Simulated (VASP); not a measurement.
Here is a VASP 6.6.1 calculation.

File POSCAR:

```
TiCo3
1.0
    3.5589834684      0.0000000000      0.0000000000
    0.0000000000      3.5589834684      0.0000000000
    0.0000000000      0.0000000000      3.5589834684
Ti Co
1 3
Direct
    0.0000000000      0.0000000000      0.0000000000
    0.0000000000      0.5000000000      0.5000000000
    0.5000000000      0.0000000000      0.5000000000
    0.5000000000      0.5000000000      0.0000000000
```

File INCAR.step1:

```
PREC = Accurate ; ENCUT = 520
ISMEAR = 0 ; SIGMA = 0.1
LREAL = F ; LASPH = T
NELM = 150 ; ISPIN = 2
MAGMOM = -0.68 1.45 1.45 1.45 ; LMAXMIX = 4
NBANDS = 32 ; GGA = PE
ALGO = Normal ; EDIFF = 1E-4
LWAVE = T ; LCHARG = F
```

INCAR.step2

```
PREC = Accurate ; ENCUT = 520
EDIFF = 1E-6 ; ISMEAR = 0
SIGMA = 0.1 ; LREAL = F
LASPH = T ; NELM = 150
ALGO = Normal ; ISIF = 2
LWAVE = F ; LCHARG = F
ISPIN = 2 ; MAGMOM = -0.68 1.45 1.45 1.45
LORBIT = 11 ; LMAXMIX = 4
METAGGA = R2SCAN ; LMIXTAU = T
NBANDS = 32 ; ISTART = 1
```

File KPOINTS:

```
Automatic mesh
0
Gamma
  12 12 12
```

Potentials or basis: VASP PAW PBE potentials, release 64 (Ti_sv, Co).

Launch:

```console
$ cat potpaw_PBE.64/Ti_sv/POTCAR potpaw_PBE.64/Co/POTCAR > POTCAR
$ cp INCAR.step1 INCAR
$ mpirun -np 1 vasp_std > vasp.out
$ cp INCAR.step2 INCAR
$ mpirun -np 1 vasp_std > vasp.out
```

What does it give for the net moment?

0.00 μB per cell.

Predict the pressure.

-3.2 GPa.

Caveat: the cell stands under tension; the moments typed at the start vanished in this run; the PAW data sets were made with another functional, which shifts forces and pressure a little.
